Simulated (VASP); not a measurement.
Here is a VASP 6.6.1 calculation.

POSCAR

```
Ti3S2
1.0
    2.7128615617      1.5662713529      3.2300307684
   -2.7128615617      1.5662713529      3.2300307684
    0.0000000000     -3.1325427059      3.2300307684
Ti S
3 2
Direct
    0.0000000000      0.3350158052      0.6649841948
    0.6649841948      0.0000000000      0.3350158052
    0.3350158052      0.6649841948      0.0000000000
    0.1684581103      0.1684581103      0.1684581103
    0.8315418897      0.8315418897      0.8315418897
```

The input INCAR.step1:

```
SYSTEM = Ti3S2
ALGO = Normal
EDIFF = 1E-4
ENCUT = 520
GGA = PE
ISMEAR = -1
LASPH = .TRUE.
LCHARG = .FALSE.
LREAL = .FALSE.
LWAVE = .TRUE.
NBANDS = 32
NELM = 100
PREC = Accurate
SIGMA = 0.05
```

The input INCAR.step2:

```
SYSTEM = Ti3S2
ALGO = Normal
EDIFF = 1E-6
ENCUT = 520
ISIF = 2
ISMEAR = -1
ISTART = 1
LASPH = .TRUE.
LCHARG = .TRUE.
LELF = .TRUE.
LMIXTAU = .TRUE.
LREAL = .FALSE.
LVHAR = .TRUE.
LWAVE = .FALSE.
METAGGA = R2SCAN
NBANDS = 32
NELM = 100
PREC = Accurate
SIGMA = 0.05
```

KPOINTS

```
k-points
0
G
  6 6 6
  0 0 0
```

Potentials or basis: VASP PAW PBE potentials, release 64 (Ti_sv, S).

Command:

```sh
$ cat potpaw_PBE.64/Ti_sv/POTCAR potpaw_PBE.64/S/POTCAR > POTCAR
$ cp INCAR.step1 INCAR
$ mpirun -np 1 vasp_std > vasp.out
$ cp INCAR.step2 INCAR
$ mpirun -np 1 vasp_std > vasp.out
```

(1) What does it give for the band gap on the k mesh?

(2) Estimate the pressure.

(3) What does it give for the largest force?

Answers

(1) zero (bands 24 and 25 overlap by 0.27 eV).

(2) 0.5 GPa.

(3) 0.022 eV/Å.

Caveat: the PAW data sets were made with another functional, which shifts forces and pressure a little.
